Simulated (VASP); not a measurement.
Cl:

```
Cl
1.0
     3.14500   -2.25000    0.00000
     3.14500    2.25000    0.00000
     0.00000    0.00000    8.21000
Cl
4
Direct
  0.87000 0.13000 0.10000
  0.63000 0.37000 0.60000
  0.13000 0.87000 0.90000
  0.37000 0.63000 0.40000
```

* Program: VASP 6.6.1
* Task: relaxation of cell and atoms
* Functional: LDA
* Potentials or basis: VASP PAW LDA potentials, release 64 (Cl)
* Cutoff: 600 eV
* k mesh: 5 × 5 × 2
* Occupations: fermi-dirac, width 0.05 eV
* Spin: no spin polarisation

At the start: pressure -2.7 GPa; volume 29.05 Å³/atom.

Task: Where does the relaxation end?

Result: Over 24 steps the energy falls by 81.4 meV/atom and the volume is 22.41 Å³/atom (-22.8 %); space group Cmce (No. 64, to 0.1 Å) before and after.

The path:
```tsv
step	energy change (eV)	largest force (eV/Å)	pressure (GPa)	volume (Å³)
1	0.0000	0.3167	-2.66	116.19
2	-0.0135	1.4954	1.04	108.25
3	-0.0509	0.6027	-0.84	111.76
4	-0.1269	0.5760	-0.74	106.25
5	-0.2738	0.5912	1.13	90.79
6	-0.2161	0.8527	-2.91	90.85
7	-0.2967	0.0108	-0.43	90.81
8	-0.2967	0.0065	-0.39	90.81
9	-0.3033	0.0210	-0.21	89.93
10	-0.3101	0.0573	0.30	88.12
11	-0.3153	0.0747	0.07	88.54
12	-0.3196	0.1329	-0.30	89.19
13	-0.3219	0.0422	0.02	89.14
14	-0.3222	0.0415	0.17	89.11
15	-0.3227	0.0446	0.14	89.26
16	-0.3237	0.0537	0.05	89.70
17	-0.3231	0.0705	-0.14	90.54
18	-0.3239	0.0595	-0.03	89.97
19	-0.3245	0.0485	-0.11	89.98
20	-0.3249	0.0746	-0.24	90.00
21	-0.3252	0.0635	-0.19	89.93
22	-0.3257	0.0320	-0.03	89.72
23	-0.3257	0.0207	0.04	89.64
24	-0.3258	0.0184	0.04	89.65
```

Final structure:
```yaml
crystal:
  lattice:
    - [3.08826, -1.86563, 0.00000]
    - [3.08826, 1.86563, 0.00000]
    - [0.00000, 0.00000, 7.78016]
  atoms:
    - { symbol: Cl, position: [0.86292, 0.13708, 0.11288] }
    - { symbol: Cl, position: [0.63708, 0.36292, 0.61288] }
    - { symbol: Cl, position: [0.13708, 0.86292, 0.88712] }
    - { symbol: Cl, position: [0.36292, 0.63708, 0.38712] }
```

Caveat: the volume moved by over 15 % at a fixed basis, so the end points are rough.
